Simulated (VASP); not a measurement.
# CsI (Pm-3m) in VASP: settings compared

Aim: see how the results for CsI move with the level of theory and the settings. Levels: PBEsol, BLYP, RPBE. Tasks: single point.

Program: VASP 6.6.1. These are calculated values, not measurements. Logs are shortened: lines on timing, memory, paths and dates and some standing lists are left out, and cuts for length are marked.

## (1) The cell of the first run

Symmetry: Pm-3m, No. 221, cubic system. Conventional cell: a = 4.567 Å, b = 4.567 Å, c = 4.567 Å, α = 90.00°, β = 90.00°, γ = 90.00°. Cs (site symmetry m-3m) has 8 I at 3.95 Å and 6 Cs at 4.57 Å within 5.2 Å. Within 5.2 Å of I (site symmetry m-3m) lie 8 Cs at 3.95 Å and 6 I at 4.57 Å.

## (2) Single point, PBEsol

Input file INCAR:

```
  PREC = Accurate
  ENCUT = 500
  EDIFF = 1E-6
  ISMEAR = 0
  SIGMA = 0.01
  LREAL = F
  LASPH = T
  NELM = 120
  ALGO = Normal
  ISIF = 2
  LWAVE = F
  LCHARG = F
  GGA = PS
  NBANDS = 15
  GGA_COMPAT = F
```

Input file KPOINTS:

```
regular mesh
0
Gamma
  4 4 4
```

Input file POSCAR:

```
CsI
1.0
    4.5667000000      0.0000000000      0.0000000000
    0.0000000000      4.5667000000      0.0000000000
    0.0000000000      0.0000000000      4.5667000000
Cs I
1 1
Direct
    0.0000000000      0.0000000000      0.0000000000
    0.5000000000      0.5000000000      0.5000000000
```

Potentials or basis: VASP PAW PBE potentials, release 64 (Cs_sv, I).

Launch:

```bash
> cat potpaw_PBE.64/Cs_sv/POTCAR potpaw_PBE.64/I/POTCAR > POTCAR
> mpirun -np 1 vasp_std > vasp.out
```

OUTCAR:

```text
PREC = Accurate
   ENCUT = 500
   EDIFF = 1E-6
   ISMEAR = 0
   LREAL = F
   LASPH = T
   NELM = 120
   ISIF = 2
   GGA = PS

 ion  position               nearest neighbor table
   1  0.000  0.000  0.000-
   2  0.500  0.500  0.500-

  LATTYP: Found a simple cubic cell.
 ALAT       =     4.5667000000

  Lattice vectors:

 A1 = (   4.5667000000,   0.0000000000,   0.0000000000)
 A2 = (   0.0000000000,   4.5667000000,   0.0000000000)
 A3 = (   0.0000000000,   0.0000000000,   4.5667000000)

Analysis of symmetry for initial positions (statically):
=====================================================================
 Subroutine PRICEL returns:
 Original cell was already a primitive cell.

 Routine SETGRP: Setting up the symmetry group for a
 simple cubic supercell.

 Subroutine GETGRP returns: Found 48 space group operations
 (whereof 48 operations were pure point group operations)
 out of a pool of 48 trial point group operations.

The static configuration has the point symmetry O_h .

Analysis of symmetry for dynamics (positions and initial velocities):
=====================================================================
 Subroutine PRICEL returns:
 Original cell was already a primitive cell.

 Routine SETGRP: Setting up the symmetry group for a
 simple cubic supercell.

 Subroutine GETGRP returns: Found 48 space group operations
 (whereof 48 operations were pure point group operations)
 out of a pool of 48 trial point group operations.

The dynamic configuration has the point symmetry O_h .

 Subroutine INISYM returns: Found 48 space group operations
 (whereof 48 operations are pure point group operations),
 and found     1 'primitive' translations

----------------------------------------------------------------------------------------

                                     Primitive cell

  volume of cell :      95.2374

  direct lattice vectors                    reciprocal lattice vectors
     4.566700000  0.000000000  0.000000000     0.218976504  0.000000000  0.000000000
     0.000000000  4.566700000  0.000000000     0.000000000  0.218976504  0.000000000
     0.000000000  0.000000000  4.566700000     0.000000000  0.000000000  0.218976504

  length of vectors
     4.566700000  4.566700000  4.566700000     0.218976504  0.218976504  0.218976504

  position of ions in fractional coordinates (direct lattice)
     0.000000000  0.000000000  0.000000000
     0.500000000  0.500000000  0.500000000

  ion indices of the primitive-cell ions
   primitive index   ion index
                 1           1
                 2           2

----------------------------------------------------------------------------------------

 KPOINTS: regular mesh

Automatic generation of k-mesh.
 Grid dimensions read from file:
 generate k-points for:    4    4    4

 Generating k-lattice:

  Cartesian coordinates                     Fractional coordinates (reciprocal lattice)
     0.054744126  0.000000000  0.000000000     0.250000000  0.000000000  0.000000000
     0.000000000  0.054744126  0.000000000     0.000000000  0.250000000  0.000000000
     0.000000000  0.000000000  0.054744126     0.000000000  0.000000000  0.250000000

  Length of vectors
     0.054744126  0.054744126  0.054744126

  Shift w.r.t. Gamma in fractional coordinates (k-lattice)
     0.000000000  0.000000000  0.000000000

 Subroutine IBZKPT returns following result:
 ===========================================

 Found     10 irreducible k-points:

 Following reciprocal coordinates:
            Coordinates               Weight
  0.000000  0.000000  0.000000      1.000000
  0.250000  0.000000  0.000000      6.000000
  0.500000  0.000000  0.000000      3.000000
  0.250000  0.250000  0.000000     12.000000
  0.500000  0.250000  0.000000     12.000000
  0.500000  0.500000  0.000000      3.000000
  0.250000  0.250000  0.250000      8.000000
  0.500000  0.250000  0.250000     12.000000
  0.500000  0.500000  0.250000      6.000000
  0.500000  0.500000  0.500000      1.000000
   k-points           NKPTS =     10   k-points in BZ     NKDIM =     10   number of bands    NBANDS=     15
   number of dos      NEDOS =    301   number of ions     NIONS =      2
   total plane-waves  NPLWV =  46656
   dimension x,y,z NGX =    36 NGY =   36 NGZ =   36
   dimension x,y,z NGXF=    72 NGYF=   72 NGZF=   72
   ions per type =               1   1
   NGX,Y,Z   is equivalent  to a cutoff of  13.11, 13.11, 13.11 a.u.
   NGXF,Y,Z  is equivalent  to a cutoff of  26.21, 26.21, 26.21 a.u.
 SYSTEM =  unknown system
   PREC   = accura    normal or accurate (medium, high low for compatibility)
   ISTART =      0    job   : 0-new  1-cont  2-samecut
   ICHARG =      2    charge: 1-file 2-atom 10-const
   ISPIN  =      1    spin polarized calculation?
   LNONCOLLINEAR =      F non collinear calculations
   LSORBIT =      F    spin-orbit coupling
   LASPH  =      T    aspherical Exc in radial PAW
   ENCUT  =  500.0 eV  36.75 Ry    6.06 a.u.   8.33  8.33  8.33*2*pi/ulx,y,z
   NELM   =    120;   NELMIN=  2; NELMDL= -5     # of ELM steps
   EDIFF  = 0.1E-05   stopping-criterion for ELM
   LREAL  =      F    real-space projection
   EDIFFG = 0.1E-04   stopping-criterion for IOM
   NSW    =      0    number of steps for IOM
   IBRION =     -1    ionic relax: 0-MD 1-quasi-New 2-CG
   NFREE  =      0    steps in history (QN), initial steepest desc. (CG)
   ISIF   =      2    stress and relaxation
   ISYM   =      2    0-nonsym 1-usesym 2-fastsym
   POTIM  = 0.5000    time-step for ionic-motion
   TEBEG  =    0.0;   TEEND  =   0.0 temperature during run
   PSTRESS=    0.0 pullay stress
   NELECT =      16.0000    total number of electrons
   NUPDOWN=      -1.0000    fix difference up-down
   EMIN   =  10.00;   EMAX   =-10.00  energy-range for DOS
   EFERMI =   0.00;   METHOD = LEGACY
   ISMEAR =     0;   SIGMA  =   0.01  broadening in eV -4-tet -1-fermi 0-gaus
   EFERMI_NEDOS =   21; number of points for ismear=-14 and -15
   IALGO  =     38    algorithm
   IMIX   =      4    mixing-type and parameters
     AMIX     =   0.40;   BMIX     =  1.00
     AMIX_MAG =   1.60;   BMIX_MAG =  1.00
  volume/ion in A,a.u.               =      47.62       321.35
  Fermi-wavevector in a.u.,A,eV,Ry     =   0.903328  1.707043 11.102385  0.816002
  Thomas-Fermi vector in A             =   2.026641
   LORBIT       =      0    0 simple, 1 ext, 2 COOP (PROOUT), +10 PAW based schemes
   GGA     = PS    functional components
   LHFCALC =     F    Hartree Fock is set to
   AEXX    =    0.0000 exact exchange contribution
   IVDW    =     0    specifies the selected vdW correction
   LEPSILON=     F    determine dielectric tensor
   LRPA    =     F    only Hartree local field effects (RPA)
 non-spin polarized calculation
 Gauss-broadening in eV      SIGMA  =   0.01
  energy-cutoff  :      500.00
  volume of cell :       95.24
 maximum number of plane-waves:      2469
 NGX is ok and might be reduce to    36
   NGX = 17   NGY = 17   NGZ = 17

 number of electron      16.0000003 magnetization

 Free energy of the ion-electron system (eV)
  ---------------------------------------------------
  ext. energy  EPLUGINS =         0.00000000
  ---------------------------------------------------
  free energy    TOTEN  =        -5.76740880 eV

  energy without entropy =       -5.76740880  energy(sigma->0) =       -5.76740880

 E-fermi :   0.7498     XC(G=0):  -7.9514

 val. band max:        0.7020348560   @ k =   0.5000   0.5000   0.0000
 cond. band min:       4.4027700585   @ k =   0.0000   0.0000   0.0000
 fundamental gap:      3.7007352025
 Fermi energy:         0.7498245831

 k-point     1 :       0.0000    0.0000    0.0000
  band No.  band energies     occupation
      1     -19.6625      2.00000
      2      -9.9917      2.00000
      3      -6.3451      2.00000
      4      -6.3451      2.00000
      5      -6.3451      2.00000
      6       0.6112      2.00000
      7       0.6112      2.00000
      8       0.6112      2.00000
      9       4.4028      0.00000
     10       4.7786      0.00000
     11       4.7786      0.00000
     12       8.4423      0.00000
     13       8.4423      0.00000
     14       8.4423      0.00000
     15      10.8604      0.00000

 k-point     2 :       0.2500    0.0000    0.0000
  band No.  band energies     occupation
      1     -19.6500      2.00000
      2      -9.9963      2.00000
      3      -6.4251      2.00000
      4      -6.3125      2.00000
      5      -6.3125      2.00000
      6      -0.2678      2.00000
      7       0.5332      2.00000
      8       0.5332      2.00000
      9       5.1487      0.00000
     10       5.5412      0.00000
     11       6.0515      0.00000
     12       8.3274      0.00000
     13       8.3274      0.00000
     14       8.7135      0.00000
     15       8.8513      0.00000

 k-point     3 :       0.5000    0.0000    0.0000
  band No.  band energies     occupation
      1     -19.6373      2.00000
      2     -10.0042      2.00000
      3      -6.4882      2.00000
      4      -6.2792      2.00000
      5      -6.2792      2.00000
      6      -0.9005      2.00000
      7       0.4518      2.00000
      8       0.4518      2.00000
      9       5.8126      0.00000
     10       7.0368      0.00000
     11       7.3412      0.00000
     12       7.4042      0.00000
     13       8.5630      0.00000
     14       8.5630      0.00000
     15       9.0977      0.00000
[... 91 lines left out ...]
 k-point     9 :       0.5000    0.5000    0.2500
  band No.  band energies     occupation
      1     -19.6041      2.00000
      2      -9.7685      2.00000
      3      -6.6630      2.00000
      4      -6.6630      2.00000
      5      -6.4270      2.00000
      6      -0.4089      2.00000
      7      -0.4089      2.00000
      8      -0.0656      2.00000
      9       5.9436      0.00000
     10       7.0030      0.00000
     11       7.0528      0.00000
     12       7.0528      0.00000
     13       9.6036      0.00000
     14       9.6036      0.00000
     15      10.4522      0.00000

 k-point    10 :       0.5000    0.5000    0.5000
  band No.  band energies     occupation
      1     -19.5934      2.00000
      2      -9.7145      2.00000
      3      -6.6033      2.00000
      4      -6.6033      2.00000
      5      -6.6033      2.00000
      6      -0.6361      2.00000
      7      -0.6361      2.00000
      8      -0.6361      2.00000
      9       7.7555      0.00000
     10       7.7555      0.00000
     11       7.7555      0.00000
     12       8.5131      0.00000
     13       8.5131      0.00000
     14       8.5131      0.00000
     15      10.5403      0.00000

------------------------ aborting loop because EDIFF is reached ----------------------------------------

  FORCE on cell =-STRESS in cart. coord.  units (eV):
  Direction    XX          YY          ZZ          XY          YZ          ZX
  --------------------------------------------------------------------------------------
  -------------------------------------------------------------------------------------
  Total       -0.2400677     -0.2400677     -0.2400677      0.0000000      0.0000000     -0.0000000
  in kB       -4.0386556     -4.0386556     -4.0386556      0.0000000      0.0000000     -0.0000000
  external PRESSURE =      -4.0386556 kB  Pullay stress =       0.0000000 kB

 VOLUME and BASIS-vectors are now :
 -----------------------------------------------------------------------------
  energy-cutoff  :      500.00
  volume of cell :       95.24
      direct lattice vectors                 reciprocal lattice vectors
     4.566700000  0.000000000  0.000000000     0.218976504  0.000000000  0.000000000
     0.000000000  4.566700000  0.000000000     0.000000000  0.218976504  0.000000000
     0.000000000  0.000000000  4.566700000     0.000000000  0.000000000  0.218976504

 POSITION                                       TOTAL-FORCE (eV/Angst)
 -----------------------------------------------------------------------------------
      0.00000      0.00000      0.00000         0.000000      0.000000      0.000000
      2.28335      2.28335      2.28335         0.000000      0.000000      0.000000
 -----------------------------------------------------------------------------------
    total drift:                               -0.000000      0.000000      0.000000

  FREE ENERGIE OF THE ION-ELECTRON SYSTEM (eV)
  ---------------------------------------------------
  free  energy   TOTEN  =        -5.7674087984 eV

  energy  without entropy=       -5.7674087984  energy(sigma->0) =       -5.76740880
```

It took 12 s on 1 thread of Intel Xeon Platinum 8488C (Sapphire Rapids), shared host; peak memory 0.2 GiB.

Results:

```
Free energy            : -5.7674 eV
Pressure               : -0.4 GPa
Band gap on the k mesh : 3.70 eV, indirect (least direct gap 3.79 eV)
```

Caveat: the PAW data sets were made with another functional, which shifts forces and pressure a little; spin-orbit coupling is left out, which moves the levels of the heavy elements. Expect the measured gap to be larger: semilocal functionals such as PBEsol lack the derivative discontinuity.

## (3) Single point, BLYP

Input file INCAR:

```
SYSTEM = CsI
AGGAC    = 1.0          
AGGAX    = 1.0          
ALDAC    = 0.0          
ALDAX    = 1.0          
ALGO     = Normal         ! electronic algorithm
EDIFF    = 1E-6           ! SCF threshold, eV
ENCUT    = 500            ! plane-wave cutoff, eV
GGA      = B5             ! functional
GGA_COMPAT= .False.      
ISIF     = 2              ! what is computed and relaxed
ISMEAR   = 0              ! smearing method
LASPH    = .True.         ! aspherical terms in the spheres
LCHARG   = .False.        ! write CHGCAR
LREAL    = .False.        ! projectors in reciprocal space
LWAVE    = .False.        ! write WAVECAR
NBANDS   = 15             ! bands
NELM     = 120            ! most SCF steps
PREC     = Accurate       ! precision mode
SIGMA    = 0.01           ! smearing width, eV
```

Input file KPOINTS:

```
k-points
0
Gamma
  4 4 4
  0 0 0
```

POSCAR is that of step 2.

Potentials or basis: VASP PAW PBE potentials, release 64 (Cs_sv, I).

Launch:

```bash
> cat potpaw_PBE.64/Cs_sv/POTCAR potpaw_PBE.64/I/POTCAR > POTCAR
> mpirun -np 1 vasp_std > vasp.out
```

Wall time 27 s (1 thread of Intel Xeon Platinum 8488C (Sapphire Rapids), shared host); peak memory 0.2 GiB.

The run converged. Its results:

```yaml
Free_energy: -4.8075 eV
Pressure: 2.0 GPa
Band_gap_on_the_k_mesh: 3.97 eV, indirect (least direct gap 4.05 eV)
```

Levels at points of the mesh, in eV from the valence-band top:
```tsv
k point	band 4	band 5	band 6	band 7	band 8	band 9	band 10	band 11	band 12	band 13
(0.00, 0.00, 0.00)	-7.15	-7.15	-0.08	-0.08	-0.08	3.97	4.23	4.23	7.69	7.69
(0.50, 0.00, 0.00)	-7.09	-7.09	-1.53	-0.24	-0.24	5.21	6.62	6.75	6.92	7.86
(0.50, 0.50, 0.00)	-7.51	-7.05	-0.84	-0.84	0.00	4.29	4.97	6.08	6.08	9.45
(0.50, 0.50, 0.50)	-7.40	-7.40	-1.29	-1.29	-1.29	7.29	7.29	7.29	7.84	7.84
```

Caveat: the PAW data sets were made with another functional, which shifts forces and pressure a little; spin-orbit coupling is left out, which moves the levels of the heavy elements.

## (4) Single point, RPBE

Input file INCAR:

```
  ALGO = Normal
  EDIFF = 1E-6
  ENCUT = 500
  GGA = RP
  GGA_COMPAT = F
  ISIF = 2
  ISMEAR = 0
  LASPH = T
  LCHARG = F
  LREAL = F
  LWAVE = F
  NBANDS = 15
  NELM = 120
  PREC = Accurate
  SIGMA = 0.01
```

Input file KPOINTS:

```
k-points
0
Gamma
  4 4 4
```

POSCAR is that of step 3.

Launch:

```bash
> cat potpaw_PBE.64/Cs_sv/POTCAR potpaw_PBE.64/I/POTCAR > POTCAR
> mpirun -np 1 vasp_std > vasp.out
```

It took 12 s on 1 thread of Intel Xeon Platinum 8488C (Sapphire Rapids), shared host; peak memory 0.2 GiB.

Results (log left out):

- Free energy: -4.9686 eV
- Pressure: 2.1 GPa
- Band gap on the k mesh: 4.16 eV, indirect (least direct gap 4.24 eV)

Levels at points of the mesh, in eV from the valence-band top:
```csv
k point,band 6,band 7,band 8,band 9,band 10,band 11
"(0.00, 0.00, 0.00)",-0.09,-0.09,-0.09,4.16,4.37,4.37
"(0.50, 0.00, 0.00)",-1.50,-0.23,-0.23,5.39,6.71,6.92
"(0.50, 0.50, 0.00)",-0.84,-0.84,0.00,4.46,5.09,6.21
"(0.50, 0.50, 0.50)",-1.27,-1.27,-1.27,7.36,7.36,7.36
```

Caveat: the PAW data sets were made with another functional, which shifts forces and pressure a little; spin-orbit coupling is left out, which moves the levels of the heavy elements.

## (5) Overview

| level | gap on the mesh (eV) | pressure (GPa) |
| --- | --- | --- |
| PBEsol | 3.70 | -0.4 |
| BLYP | 3.97 | 2.0 |
| RPBE | 4.16 | 2.1 |

Alike in all rows: task single point; potentials or basis VASP PAW PBE potentials, release 64 (Cs_sv, I); no spin polarisation; cell as given; k mesh 4 × 4 × 4; cutoff (eV) 500; smearing gaussian 0.01 eV.

On the cell as given the gap runs from 3.70 eV (PBEsol) to 4.16 eV (RPBE). The pressure there spans -0.4 GPa (PBEsol) to 2.1 GPa (RPBE); a positive pressure means that this level wants a larger cell, a negative one a smaller.

Caveats: the PAW data sets were made with another functional, which shifts forces and pressure a little; spin-orbit coupling is left out, which moves the levels of the heavy elements.

Absolute energies hang on the potentials; compare differences alone.
